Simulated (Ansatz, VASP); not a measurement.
## One calculation of F, two programs

```xyz
2
Lattice="-1.9507 1.9507 1.4091 1.9507 -1.9507 1.4091 1.9507 1.9507 -1.4091" Properties=species:S:1:pos:R:3 pbc="T T T"
F     0.0000   -0.9753   -0.3523
F     0.0000    0.9753    0.3523
```

Change from the starting cell: volume scaled by 0.95, LAPW.

Alike in both runs: task single point; functional PBE; k mesh 17 × 17 × 17; occupations fermi-dirac, width 0.05 eV; no spin polarisation.

|  | VASP | Ansatz |
| --- | --- | --- |
| version | VASP 6.6.1 | Ansatz 0.2.0 |
| potentials or method | VASP PAW PBE potentials, release 64 (F), cutoff 520 eV | all-electron LAPW, scalar-relativistic |

Ansatz gave:

| Property | Result |
| --- | --- |
| pressure (GPa) | 2.2 |

Question: Estimate VASP's values.

Answer: Pressure (GPa): 1.5.

Ansatz ran all-electron here, and VASP with PAW potentials.
